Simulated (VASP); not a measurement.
# Cd3O (Pm-3n) in VASP: notebook

The runs below take Cd3O through single point, with r2SCAN.

All numbers are computed with VASP 6.6.1; they aren't measurements. Logs are shortened: lines on timing, memory, paths and dates and some standing lists are left out, and cuts for length are marked.

**1. The cell of the first run**

The structure is cubic, space group Pm-3n (No. 223). The conventional cell has a = 5.255 Å, b = 5.255 Å, c = 5.255 Å, α = 90.00°, β = 90.00°, γ = 90.00°. Within 3.5 Å of Cd (site symmetry -4m2) lie 10 Cd at 2.63 to 3.22 Å and 4 O at 2.94 Å. Within 3.9 Å of O (site symmetry m-3) lie 12 Cd at 2.94 Å.

**2. Single point, r2SCAN**

Input file POSCAR:

```
Cd3O
1.0
    5.2545599078      0.0000000000      0.0000000000
    0.0000000000      5.2545599078      0.0000000000
    0.0000000000      0.0000000000      5.2545599078
Cd O
6 2
Direct
    0.0000000000      0.5000000000      0.2500000000
    0.0000000000      0.5000000000      0.7500000000
    0.2500000000      0.0000000000      0.5000000000
    0.7500000000      0.0000000000      0.5000000000
    0.5000000000      0.7500000000      0.0000000000
    0.5000000000      0.2500000000      0.0000000000
    0.0000000000      0.0000000000      0.0000000000
    0.5000000000      0.5000000000      0.5000000000
```

Input file INCAR.step1:

```
ALGO = Normal ; EDIFF = 1E-5
ENCUT = 660 ; GGA = PE
GGA_COMPAT = False ; ISMEAR = 0
LASPH = True ; LCHARG = False
LREAL = False ; LWAVE = True
NBANDS = 52 ; NELM = 120
PREC = Accurate ; SIGMA = 0.1
```

Input file INCAR.step2:

```
ALGO = Normal ; EDIFF = 1E-6
ENCUT = 660 ; GGA_COMPAT = False
ISIF = 2 ; ISMEAR = 0
ISTART = 1 ; LASPH = True
LCHARG = False ; LMIXTAU = True
LREAL = False ; LWAVE = False
METAGGA = R2SCAN ; NBANDS = 52
NELM = 120 ; PREC = Accurate
SIGMA = 0.1
```

Input file KPOINTS:

```
k-points
0
Gamma
  8 8 8
```

Potentials or basis: VASP PAW PBE potentials, release 64 (Cd, O).

Launch:

```sh
> cat potpaw_PBE.64/Cd/POTCAR potpaw_PBE.64/O/POTCAR > POTCAR
> cp INCAR.step1 INCAR
> mpirun -np 1 vasp_std > vasp.out
> cp INCAR.step2 INCAR
> mpirun -np 1 vasp_std > vasp.out
```

OUTCAR:

```text
EDIFF = 1E-6
   ENCUT = 660
   ISIF = 2
   ISMEAR = 0
   ISTART = 1
   LASPH = True
   LREAL = False
   METAGGA = R2SCAN
   NELM = 120
   PREC = Accurate

 ion  position               nearest neighbor table
   1  0.000  0.500  0.250-   2 2.63   2 2.63   4 3.22   5 3.22   6 3.22   3 3.22   3 3.22   4 3.22
                             5 3.22   6 3.22
   2  0.000  0.500  0.750-   1 2.63   1 2.63   4 3.22   5 3.22   6 3.22   3 3.22   3 3.22   4 3.22
                             5 3.22   6 3.22
   3  0.250  0.000  0.500-   4 2.63   4 2.63   1 3.22   5 3.22   6 3.22   5 3.22   6 3.22   1 3.22
                             2 3.22   2 3.22
   4  0.750  0.000  0.500-   3 2.63   3 2.63   1 3.22   5 3.22   6 3.22   5 3.22   6 3.22   1 3.22
                             2 3.22   2 3.22
   5  0.500  0.750  0.000-   6 2.63   6 2.63   3 3.22   4 3.22   1 3.22   3 3.22   4 3.22   2 3.22
                             1 3.22   2 3.22
   6  0.500  0.250  0.000-   5 2.63   5 2.63   3 3.22   4 3.22   1 3.22   3 3.22   4 3.22   2 3.22
                             1 3.22   2 3.22
   7  0.000  0.000  0.000-
   8  0.500  0.500  0.500-

  LATTYP: Found a simple cubic cell.
 ALAT       =     5.2545599078

  Lattice vectors:

 A1 = (   5.2545599078,   0.0000000000,   0.0000000000)
 A2 = (   0.0000000000,   5.2545599078,   0.0000000000)
 A3 = (   0.0000000000,   0.0000000000,   5.2545599078)

Analysis of symmetry for initial positions (statically):
=====================================================================
 Subroutine PRICEL returns:
 Original cell was already a primitive cell.

 Routine SETGRP: Setting up the symmetry group for a
 simple cubic supercell.

 Subroutine GETGRP returns: Found 48 space group operations
 (whereof 24 operations were pure point group operations)
 out of a pool of 48 trial point group operations.

The static configuration has the point symmetry T_h .
 The point group associated with its full space group is O_h .

Analysis of symmetry for dynamics (positions and initial velocities):
=====================================================================
 Subroutine PRICEL returns:
 Original cell was already a primitive cell.

 Routine SETGRP: Setting up the symmetry group for a
 simple cubic supercell.

 Subroutine GETGRP returns: Found 48 space group operations
 (whereof 24 operations were pure point group operations)
 out of a pool of 48 trial point group operations.

The dynamic configuration has the point symmetry T_h .
[... 112 lines left out ...]
   EDIFF  = 0.1E-05   stopping-criterion for ELM
   LREAL  =      F    real-space projection
   EDIFFG = 0.1E-04   stopping-criterion for IOM
   NSW    =      0    number of steps for IOM
   IBRION =     -1    ionic relax: 0-MD 1-quasi-New 2-CG
   NFREE  =      0    steps in history (QN), initial steepest desc. (CG)
   ISIF   =      2    stress and relaxation
   ISYM   =      2    0-nonsym 1-usesym 2-fastsym
   POTIM  = 0.5000    time-step for ionic-motion
   TEBEG  =    0.0;   TEEND  =   0.0 temperature during run
   PSTRESS=    0.0 pullay stress
   NELECT =      84.0000    total number of electrons
   NUPDOWN=      -1.0000    fix difference up-down
   EMIN   =  10.00;   EMAX   =-10.00  energy-range for DOS
   EFERMI =   0.00;   METHOD = LEGACY
   ISMEAR =     0;   SIGMA  =   0.10  broadening in eV -4-tet -1-fermi 0-gaus
   EFERMI_NEDOS =   21; number of points for ismear=-14 and -15
   IALGO  =     38    algorithm
   IMIX   =      4    mixing-type and parameters
     AMIX     =   0.40;   BMIX     =  1.00
     AMIX_MAG =   1.60;   BMIX_MAG =  1.00
  volume/ion in A,a.u.               =      18.14       122.38
  Fermi-wavevector in a.u.,A,eV,Ry     =   1.364473  2.578480 25.331140  1.861786
  Thomas-Fermi vector in A             =   2.490786
   LORBIT       =      0    0 simple, 1 ext, 2 COOP (PROOUT), +10 PAW based schemes
   METAGGA = R2SCAN    functional components
   LHFCALC =     F    Hartree Fock is set to
   AEXX    =    0.0000 exact exchange contribution
   IVDW    =     0    specifies the selected vdW correction
   LEPSILON=     F    determine dielectric tensor
   LRPA    =     F    only Hartree local field effects (RPA)
 non-spin polarized calculation
 Gauss-broadening in eV      SIGMA  =   0.10
  energy-cutoff  :      660.00
  volume of cell :      145.08
 maximum number of plane-waves:      5628
 NGX is ok and might be reduce to    48
   NGX = 23   NGY = 23   NGZ = 23

 number of electron      83.9999985 magnetization

 Free energy of the ion-electron system (eV)
  ---------------------------------------------------
  ext. energy  EPLUGINS =         0.00000000
  ---------------------------------------------------
  free energy    TOTEN  =      -131.76910966 eV

  energy without entropy =     -131.75415019  energy(sigma->0) =     -131.76162993

 E-fermi :   2.3865     XC(G=0): -11.6990

 val. band max:        2.3616314527   @ k =   0.3750   0.2500   0.2500
 cond. band min:       2.3909865636   @ k =   0.2500   0.1250   0.1250
 fundamental gap:      0.0293551109
 Fermi energy:         2.3865174791

 k-point     1 :       0.0000    0.0000    0.0000
  band No.  band energies     occupation
      1     -15.1144      2.00000
      2     -15.0359      2.00000
      3      -8.3166      2.00000
      4      -8.2909      2.00000
      5      -8.2909      2.00000
      6      -7.8197      2.00000
[... 1309 lines left out ...]
     51       8.8961      0.00000
     52       8.9065      0.00000

 [... further k-points ...]
[... 5 lines left out ...]
  --------------------------------------------------------------------------------------
  -------------------------------------------------------------------------------------
  Total        0.4457418      0.4457418      0.4457418     -0.0000000      0.0000000      0.0000000
  in kB        4.9224912      4.9224912      4.9224912     -0.0000000      0.0000000      0.0000000
  external PRESSURE =       4.9224912 kB  Pullay stress =       0.0000000 kB

 VOLUME and BASIS-vectors are now :
 -----------------------------------------------------------------------------
  energy-cutoff  :      660.00
  volume of cell :      145.08
      direct lattice vectors                 reciprocal lattice vectors
     5.254559908  0.000000000  0.000000000     0.190310895  0.000000000  0.000000000
     0.000000000  5.254559908  0.000000000     0.000000000  0.190310895  0.000000000
     0.000000000  0.000000000  5.254559908     0.000000000  0.000000000  0.190310895

 POSITION                                       TOTAL-FORCE (eV/Angst)
 -----------------------------------------------------------------------------------
      0.00000      2.62728      1.31364        -0.000000     -0.000000      0.000000
      0.00000      2.62728      3.94092         0.000000      0.000000     -0.000000
      1.31364      0.00000      2.62728        -0.000000     -0.000000     -0.000000
      3.94092      0.00000      2.62728         0.000000     -0.000000     -0.000000
      2.62728      3.94092      0.00000        -0.000000     -0.000000     -0.000000
      2.62728      1.31364      0.00000        -0.000000      0.000000     -0.000000
      0.00000      0.00000      0.00000         0.000000      0.000000      0.000000
      2.62728      2.62728      2.62728         0.000000      0.000000      0.000000
 -----------------------------------------------------------------------------------
    total drift:                                0.000000     -0.000000      0.000000

  FREE ENERGIE OF THE ION-ELECTRON SYSTEM (eV)
  ---------------------------------------------------
  free  energy   TOTEN  =      -131.7691096637 eV

  energy  without entropy=     -131.7541501927  energy(sigma->0) =     -131.76162993
```

OSZICAR.step1:

```text
N       E                     dE             d eps       ncg     rms          rms(c)
DAV:   1     0.830200244624E+03    0.83020E+03   -0.50848E+04  3640   0.197E+03
DAV:   2     0.289479454834E+02   -0.80125E+03   -0.76957E+03  3792   0.485E+02
DAV:   3    -0.203055816168E+02   -0.49254E+02   -0.48105E+02  4028   0.119E+02
DAV:   4    -0.211521343780E+02   -0.84655E+00   -0.84368E+00  3872   0.122E+01
DAV:   5    -0.211554770116E+02   -0.33426E-02   -0.33425E-02  3824   0.726E-01    0.165E+01
DAV:   6    -0.172243959831E+02    0.39311E+01   -0.38250E+01  4884   0.404E+01    0.223E+01
DAV:   7    -0.137361912200E+02    0.34882E+01   -0.17372E+01  4164   0.141E+01    0.606E+00
DAV:   8    -0.135023719744E+02    0.23382E+00   -0.20387E+00  3748   0.592E+00    0.387E+00
DAV:   9    -0.134480332243E+02    0.54339E-01   -0.22118E-01  3792   0.237E+00    0.750E-01
DAV:  10    -0.134400375013E+02    0.79957E-02   -0.46105E-02  3796   0.873E-01    0.414E-01
DAV:  11    -0.134407087114E+02   -0.67121E-03   -0.19532E-02  3948   0.447E-01    0.337E-01
DAV:  12    -0.134392213290E+02    0.14874E-02   -0.17019E-03  3624   0.145E-01    0.155E-01
DAV:  13    -0.134388994205E+02    0.32191E-03   -0.12916E-03  3212   0.108E-01    0.174E-02
DAV:  14    -0.134389057626E+02   -0.63421E-05   -0.74001E-05  2744   0.316E-02
   1 F= -.13438906E+02 E0= -.13429210E+02  d E =-.193922E-01
```

It took 11 min on 1 thread of Intel Xeon 6975P-C (Granite Rapids), shared host; peak memory 0.53 GiB.

Results:

```yaml
Free_energy: -131.7691 eV
Pressure: 0.5 GPa
Band_gap_on_the_k_mesh: zero (bands 42 and 43 overlap by 1.93 eV)
```

Caveat: the PAW data sets were made with another functional, which shifts forces and pressure a little.

**3. Single point, r2SCAN**

Changes to POSCAR since step 2:

```diff
@@ -2,5 +2,5 @@
 1.0
-    5.2545599078      0.0000000000      0.0000000000
-    0.0000000000      5.2545599078      0.0000000000
-    0.0000000000      0.0000000000      5.2545599078
+    5.2557831860      0.0000000000      0.0000000000
+    0.0000000000      5.2557831860      0.0000000000
+    0.0000000000      0.0000000000      5.2557831860
 Cd O
```

Input file INCAR.step1:

```
PREC = Accurate
ENCUT = 660
ISMEAR = 0
SIGMA = 0.1
LREAL = False
LASPH = True
NELM = 120
NBANDS = 52
GGA = PE
ALGO = Normal
EDIFF = 1E-5
LWAVE = True
LCHARG = False
GGA_COMPAT = False
```

Input file INCAR.step2:

```
PREC = Accurate
ENCUT = 660
EDIFF = 1E-6
ISMEAR = 0
SIGMA = 0.1
LREAL = False
LASPH = True
NELM = 120
ALGO = Normal
ISIF = 2
LWAVE = False
LCHARG = True
METAGGA = R2SCAN
LMIXTAU = True
LELF = True
LVHAR = True
NBANDS = 52
ISTART = 1
GGA_COMPAT = False
```

Input file KPOINTS:

```
regular mesh
0
Gamma
  4 4 4
```

Potentials or basis: VASP PAW PBE potentials, release 64 (Cd, O).

Launch:

```sh
> cat potpaw_PBE.64/Cd/POTCAR potpaw_PBE.64/O/POTCAR > POTCAR
> cp INCAR.step1 INCAR
> mpirun -np 1 vasp_std > vasp.out
> cp INCAR.step2 INCAR
> mpirun -np 1 vasp_std > vasp.out
```

It took 3.5 min on 1 thread of Intel Xeon 6975P-C (Granite Rapids), shared host; peak memory 0.4 GiB.

It converged, with:

| Quantity | Value |
| --- | --- |
| Free energy | -131.7388 eV |
| Pressure | 0.4 GPa |
| Band gap on the k mesh | zero (bands 42 and 43 overlap by 1.93 eV) |

Levels at points of the mesh, in eV from the Fermi level:
```
           k point  band 38  band 39  band 40  band 41  band 42  band 43  band 44  band 45  band 46  band 47
(0.00, 0.00, 0.00)    -2.71    -2.10    -2.10    -2.10     1.66     1.66     1.66     2.69     2.69     3.33
(0.50, 0.00, 0.00)    -2.57    -1.63    -1.63    -1.20    -1.20     1.59     1.59     2.31     2.31     2.46
(0.50, 0.50, 0.00)    -2.61    -2.61    -2.33    -0.41    -0.27     1.37     1.40     1.86     2.40     4.33
(0.50, 0.50, 0.50)    -4.68    -0.28    -0.28    -0.28    -0.28    -0.28    -0.28     1.05     1.05     8.63
```

Caveat: the PAW data sets were made with another functional, which shifts forces and pressure a little.

**4. Single point, r2SCAN**

This run uses another cell than the first one, of 20.50 Å³/atom.

Changes to POSCAR since step 3:

```diff
@@ -2,5 +2,5 @@
 1.0
-    5.2557831860      0.0000000000      0.0000000000
-    0.0000000000      5.2557831860      0.0000000000
-    0.0000000000      0.0000000000      5.2557831860
+    5.4737182877      0.0000000000      0.0000000000
+    0.0000000000      5.4737182877      0.0000000000
+    0.0000000000      0.0000000000      5.4737182877
 Cd O
```

Input file INCAR.step1:

```
SYSTEM = Cd3O
PREC = Accurate
ENCUT = 660
ISMEAR = 0
SIGMA = 0.1
LREAL = .FALSE.
LASPH = .TRUE.
NELM = 120
NBANDS = 52
GGA = PE
ALGO = Normal
EDIFF = 1E-5
LWAVE = .TRUE.
LCHARG = .FALSE.
GGA_COMPAT = .FALSE.
```

Input file INCAR.step2:

```
SYSTEM = Cd3O
PREC = Accurate
ENCUT = 660
EDIFF = 1E-6
ISMEAR = 0
SIGMA = 0.1
LREAL = .FALSE.
LASPH = .TRUE.
NELM = 120
ALGO = Normal
ISIF = 2
LWAVE = .FALSE.
LCHARG = .FALSE.
METAGGA = R2SCAN
LMIXTAU = .TRUE.
NBANDS = 52
ISTART = 1
GGA_COMPAT = .FALSE.
```

Input file KPOINTS:

```
Automatic mesh
0
G
  4 4 4
  0 0 0
```

Launch:

```sh
> cat potpaw_PBE.64/Cd/POTCAR potpaw_PBE.64/O/POTCAR > POTCAR
> cp INCAR.step1 INCAR
> mpirun -np 1 vasp_std > vasp.out
> cp INCAR.step2 INCAR
> mpirun -np 1 vasp_std > vasp.out
```

It took 3.7 min on 1 thread of Intel Xeon 6975P-C (Granite Rapids), shared host; peak memory 0.41 GiB.

The run converged. Its results:

```
Free energy            : -131.3578 eV
Pressure               : -6.3 GPa
Band gap on the k mesh : zero (bands 42 and 43 overlap by 1.78 eV)
```

Levels at points of the mesh, in eV from the Fermi level:
```csv
k point,band 38,band 39,band 40,band 41,band 42,band 43,band 44,band 45,band 46,band 47
"(0.00, 0.00, 0.00)",-2.55,-1.69,-1.69,-1.69,1.56,1.56,1.56,2.36,2.36,3.04
"(0.50, 0.00, 0.00)",-2.13,-1.35,-1.35,-1.13,-1.13,1.64,1.64,2.00,2.00,2.10
"(0.50, 0.50, 0.00)",-2.12,-2.12,-1.94,-0.29,-0.20,1.35,1.42,1.47,1.99,4.06
"(0.50, 0.50, 0.50)",-4.14,-0.22,-0.22,-0.22,-0.22,-0.22,-0.22,1.16,1.16,7.83
```

Caveat: the cell stands under tension; the PAW data sets were made with another functional, which shifts forces and pressure a little.

**5. The runs side by side**

| cell | k mesh | gap on the mesh (eV) | pressure (GPa) |
| --- | --- | --- | --- |
| a = 5.255 Å, 8 atoms | 8 × 8 × 8 | none | 0.5 |
| a = 5.256 Å, 8 atoms | 4 × 4 × 4 | none | 0.4 |
| a = 5.474 Å, 8 atoms | 4 × 4 × 4 | none | -6.3 |

Alike in all rows: task single point; level r2SCAN; potentials or basis VASP PAW PBE potentials, release 64 (Cd, O); no spin polarisation; cutoff (eV) 660; smearing gaussian 0.1 eV.

Caveats: the PAW data sets were made with another functional, which shifts forces and pressure a little; the cell stands under tension (at least some runs).

Total energies depend on the potentials used, so only differences within one code and one set of settings carry meaning.

The gap in the log of VASP goes by the Fermi energy; the results here count the filled bands.